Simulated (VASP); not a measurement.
Wanted: the native input for a VASP 6.6.1 run.

| Property | Result |
| --- | --- |
| Task | single point |
| Functional | LDA |
| Potentials or basis | VASP PAW LDA potentials, release 64 (Au) |
| Cutoff | 520 eV |
| k mesh | 7 × 7 × 15 |
| Occupations | gaussian, width 0.1 eV |
| Spin | no spin polarisation |
| Dipole correction | no |
| Further INCAR settings | ALGO = Fast; EDIFF = 1e-06; NBANDS = 30 |

The structure of Au lies in POSCAR:

```
Au
1.0
    5.2858850917      0.0000000000      0.1224813537
    0.0000000000      5.4182798822      0.0000000000
   -1.7081058700      0.0000000000      2.2709032172
Au
4
Direct
    0.0000000000      0.5000000000      0.0000000000
    0.5000000000      0.7500000000      0.0000000000
    0.0000000000      0.0000000000      0.0000000000
    0.5000000000      0.2500000000      0.0000000000
```

These files were run (other wordings do the same):

INCAR

```
PREC = Accurate ; ENCUT = 520
EDIFF = 1E-6 ; ISMEAR = 0
SIGMA = 0.1 ; LREAL = F
LASPH = T ; NELM = 100
ALGO = Fast ; ISIF = 2
LWAVE = F ; LCHARG = F
NBANDS = 30
```

KPOINTS

```
Automatic mesh
0
Gamma
  7 7 15
```

Potentials or basis: VASP PAW LDA potentials, release 64 (Au).

Launch:

```console
$ cat potpaw_LDA.64/Au/POTCAR > POTCAR
$ mpirun -np 1 vasp_std > vasp.out
```

It gave:

* Pressure: 2.2 GPa
* Band gap on the k mesh: zero (bands 22 and 23 overlap by 4.12 eV)

Caveat: spin-orbit coupling is left out, which moves the levels of the heavy elements.

Run time: 8.3 min on 1 thread of Intel Xeon 8259CL, with other jobs on the host, peak memory 0.39 GiB.
